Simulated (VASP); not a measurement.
# Ca (P6_3/mmc) in VASP: single point with r2SCAN

Aim: the single point of Ca with r2SCAN.

Everything below comes from runs of VASP 6.6.1. Logs are shortened: lines on timing, memory, paths and dates and some standing lists are left out, and cuts for length are marked.

**1. The cell of the first run**

It takes space group P6_3/mmc (No. 194, hexagonal). The conventional cell has a = 3.898 Å, b = 3.898 Å, c = 6.383 Å, α = 90.00°, β = 90.00°, γ = 120.00°. Ca (site symmetry -6m2) has 12 Ca at 3.90 to 3.91 Å within 5.1 Å.

**2. Single point, r2SCAN**

The input, POSCAR:

```
Ca
1.0
    3.8978839418      0.0000000000      0.0000000000
   -1.9489419709      3.3756665146      0.0000000000
    0.0000000000      0.0000000000      6.3832827347
Ca
2
Direct
    0.3333333333      0.6666666667      0.7500000000
    0.6666666667      0.3333333333      0.2500000000
```

The input, INCAR.step1:

```
PREC     = Accurate       # precision mode
ENCUT    = 520            # plane-wave cutoff, eV
ISMEAR   = 0              # smearing method
SIGMA    = 0.05           # smearing width, eV
LREAL    = False          # projectors in reciprocal space
LASPH    = True           # aspherical terms in the spheres
NELM     = 60             # most SCF steps
NBANDS   = 17             # bands
GGA      = PE             # functional
ALGO     = Normal         # electronic algorithm
EDIFF    = 1E-4           # SCF threshold, eV
LWAVE    = True           # write WAVECAR
LCHARG   = False          # write CHGCAR
```

The input, INCAR.step2:

```
PREC     = Accurate       # precision mode
ENCUT    = 520            # plane-wave cutoff, eV
EDIFF    = 1E-6           # SCF threshold, eV
ISMEAR   = 0              # smearing method
SIGMA    = 0.05           # smearing width, eV
LREAL    = False          # projectors in reciprocal space
LASPH    = True           # aspherical terms in the spheres
NELM     = 60             # most SCF steps
ALGO     = Normal         # electronic algorithm
ISIF     = 2              # what is computed and relaxed
LWAVE    = False          # write WAVECAR
LCHARG   = False          # write CHGCAR
METAGGA  = R2SCAN         # meta-GGA
LMIXTAU  = True         
NBANDS   = 17             # bands
ISTART   = 1
```

The input, KPOINTS:

```
regular mesh
0
Gamma
  12 12 8
```

Potentials or basis: VASP PAW PBE potentials, release 64 (Ca_sv).

Run with:

```bash
$ cat potpaw_PBE.64/Ca_sv/POTCAR > POTCAR
$ cp INCAR.step1 INCAR
$ mpirun -np 1 vasp_std > vasp.out
$ cp INCAR.step2 INCAR
$ mpirun -np 1 vasp_std > vasp.out
```

OUTCAR:

```text
PREC = Accurate
   ENCUT = 520
   EDIFF = 1E-6
   ISMEAR = 0
   LREAL = False
   LASPH = True
   NELM = 60
   ISIF = 2
   METAGGA = R2SCAN
   ISTART = 1

 ion  position               nearest neighbor table
   1  0.333  0.667  0.750-
   2  0.667  0.333  0.250-

  LATTYP: Found a hexagonal cell.
 ALAT       =     3.8978839418
 C/A-ratio  =     1.6376277052

  Lattice vectors:

 A1 = (   3.8978839418,   0.0000000000,   0.0000000000)
 A2 = (  -1.9489419709,   3.3756665146,   0.0000000000)
 A3 = (   0.0000000000,   0.0000000000,   6.3832827347)

Analysis of symmetry for initial positions (statically):
=====================================================================
 Subroutine PRICEL returns:
 Original cell was already a primitive cell.

 Routine SETGRP: Setting up the symmetry group for a
 hexagonal supercell.

 Subroutine GETGRP returns: Found 24 space group operations
 (whereof 12 operations were pure point group operations)
 out of a pool of 24 trial point group operations.

The static configuration has the point symmetry D_3d.
 The point group associated with its full space group is D_6h.

Analysis of symmetry for dynamics (positions and initial velocities):
=====================================================================
 Subroutine PRICEL returns:
 Original cell was already a primitive cell.

 Routine SETGRP: Setting up the symmetry group for a
 hexagonal supercell.

 Subroutine GETGRP returns: Found 24 space group operations
 (whereof 12 operations were pure point group operations)
 out of a pool of 24 trial point group operations.

The dynamic configuration has the point symmetry D_3d.
 The point group associated with its full space group is D_6h.

 Subroutine INISYM returns: Found 24 space group operations
 (whereof 12 operations are pure point group operations),
 and found     1 'primitive' translations

----------------------------------------------------------------------------------------

                                     Primitive cell

  volume of cell :      83.9910

  direct lattice vectors                    reciprocal lattice vectors
     3.897883942  0.000000000  0.000000000     0.256549455  0.148118897  0.000000000
    -1.948941971  3.375666515  0.000000000     0.000000000  0.296237794  0.000000000
     0.000000000  0.000000000  6.383282735     0.000000000  0.000000000  0.156659205

[... 81 lines left out ...]
   ENCUT  =  520.0 eV  38.22 Ry    6.18 a.u.   7.25  7.25 11.87*2*pi/ulx,y,z
   NELM   =     60;   NELMIN=  2; NELMDL=  0     # of ELM steps
   EDIFF  = 0.1E-05   stopping-criterion for ELM
   LREAL  =      F    real-space projection
   EDIFFG = 0.1E-04   stopping-criterion for IOM
   NSW    =      0    number of steps for IOM
   IBRION =     -1    ionic relax: 0-MD 1-quasi-New 2-CG
   NFREE  =      0    steps in history (QN), initial steepest desc. (CG)
   ISIF   =      2    stress and relaxation
   ISYM   =      2    0-nonsym 1-usesym 2-fastsym
   POTIM  = 0.5000    time-step for ionic-motion
   TEBEG  =    0.0;   TEEND  =   0.0 temperature during run
   PSTRESS=    0.0 pullay stress
   NELECT =      20.0000    total number of electrons
   NUPDOWN=      -1.0000    fix difference up-down
   EMIN   =  10.00;   EMAX   =-10.00  energy-range for DOS
   EFERMI =   0.00;   METHOD = LEGACY
   ISMEAR =     0;   SIGMA  =   0.05  broadening in eV -4-tet -1-fermi 0-gaus
   EFERMI_NEDOS =   21; number of points for ismear=-14 and -15
   IALGO  =     38    algorithm
   IMIX   =      4    mixing-type and parameters
     AMIX     =   0.40;   BMIX     =  1.00
     AMIX_MAG =   1.60;   BMIX_MAG =  1.00
  volume/ion in A,a.u.               =      42.00       283.40
  Fermi-wavevector in a.u.,A,eV,Ry     =   1.014707  1.917518 14.008971  1.029630
  Thomas-Fermi vector in A             =   2.147950
   LORBIT       =      0    0 simple, 1 ext, 2 COOP (PROOUT), +10 PAW based schemes
   METAGGA = R2SCAN    functional components
   LHFCALC =     F    Hartree Fock is set to
   AEXX    =    0.0000 exact exchange contribution
   IVDW    =     0    specifies the selected vdW correction
   LEPSILON=     F    determine dielectric tensor
   LRPA    =     F    only Hartree local field effects (RPA)
 non-spin polarized calculation
 Gauss-broadening in eV      SIGMA  =   0.05
  energy-cutoff  :      520.00
  volume of cell :       83.99
 maximum number of plane-waves:      2286
 NGX is ok and might be reduce to    30
   NGX = 15   NGY = 15   NGZ = 23

 number of electron      19.9999993 magnetization

 Free energy of the ion-electron system (eV)
  ---------------------------------------------------
  ext. energy  EPLUGINS =         0.00000000
  ---------------------------------------------------
  free energy    TOTEN  =       -14.04369376 eV

  energy without entropy =      -14.04119859  energy(sigma->0) =      -14.04244617

 E-fermi :   2.0982     XC(G=0):  -8.2371

 val. band max:        2.0972618447   @ k =   0.5000   0.0000   0.3750
 cond. band min:       2.1021029857   @ k =   0.5000   0.0000   0.5000
 fundamental gap:      0.0048411409
 Fermi energy:         2.0982242751

 k-point     1 :       0.0000    0.0000    0.0000
  band No.  band energies     occupation
      1     -41.7328      2.00000
      2     -41.7181      2.00000
      3     -21.9038      2.00000
      4     -21.7837      2.00000
      5     -21.7836      2.00000
      6     -21.7636      2.00000
[... 457 lines left out ...]
      4     -21.8551      2.00000
      5     -21.8461      2.00000
      6     -21.8082      2.00000
[... 9 lines left out ...]
     16       5.7742      0.00000
     17       5.8730      0.00000

 [... further k-points ...]

------------------------ aborting loop because EDIFF is reached ----------------------------------------

  FORCE on cell =-STRESS in cart. coord.  units (eV):
  Direction    XX          YY          ZZ          XY          YZ          ZX
  --------------------------------------------------------------------------------------
  -------------------------------------------------------------------------------------
  Total        0.3491850      0.3491850      0.3716194     -0.0000000      0.0000000      0.0000000
  in kB        6.6609117      6.6609117      7.0888611     -0.0000000      0.0000000      0.0000000
  external PRESSURE =       6.8035615 kB  Pullay stress =       0.0000000 kB

 VOLUME and BASIS-vectors are now :
 -----------------------------------------------------------------------------
  energy-cutoff  :      520.00
  volume of cell :       83.99
      direct lattice vectors                 reciprocal lattice vectors
     3.897883942  0.000000000  0.000000000     0.256549455  0.148118897  0.000000000
    -1.948941971  3.375666515  0.000000000     0.000000000  0.296237794  0.000000000
     0.000000000  0.000000000  6.383282735     0.000000000  0.000000000  0.156659205

 POSITION                                       TOTAL-FORCE (eV/Angst)
 -----------------------------------------------------------------------------------
     -0.00000      2.25044      4.78746         0.000000     -0.000000     -0.000000
      1.94894      1.12522      1.59582        -0.000000      0.000000      0.000000
 -----------------------------------------------------------------------------------
    total drift:                               -0.000000      0.000000      0.000000

  FREE ENERGIE OF THE ION-ELECTRON SYSTEM (eV)
  ---------------------------------------------------
  free  energy   TOTEN  =       -14.0436937582 eV

  energy  without entropy=      -14.0411985873  energy(sigma->0) =      -14.04244617
```

OSZICAR.step1:

```text
N       E                     dE             d eps       ncg     rms          rms(c)
DAV:   1     0.171529047126E+03    0.17153E+03   -0.10136E+04  3230   0.106E+03
DAV:   2     0.540111950370E+01   -0.16613E+03   -0.16401E+03  3658   0.316E+02
DAV:   3    -0.355314607974E+01   -0.89543E+01   -0.89112E+01  6266   0.534E+01
DAV:   4    -0.386138717081E+01   -0.30824E+00   -0.30800E+00  4067   0.104E+01
DAV:   5    -0.387655411200E+01   -0.15167E-01   -0.15161E-01  5487   0.149E+00    0.305E+00
DAV:   6    -0.385931044894E+01    0.17244E-01   -0.26666E-02  4052   0.151E+00    0.186E+00
DAV:   7    -0.385490373476E+01    0.44067E-02   -0.35847E-02  4133   0.194E+00    0.135E-01
DAV:   8    -0.385406854495E+01    0.83519E-03   -0.37888E-03  4037   0.523E-01    0.212E-02
DAV:   9    -0.385409856135E+01   -0.30016E-04   -0.28224E-04  3898   0.787E-02
   1 F= -.38540986E+01 E0= -.38533257E+01  d E =-.154572E-02
```

Wall time 9.6 min (1 thread of Oxide Virtual Turin-like, shared host); peak memory 0.25 GiB.

Results:

```
Free energy            : -14.0437 eV
Pressure               : 0.7 GPa
Band gap on the k mesh : zero (band 10 reaches 2.40 eV, above the bottom of band 11 at 1.72 eV)
```

Caveat: the PAW data sets were made with another functional, which shifts forces and pressure a little.
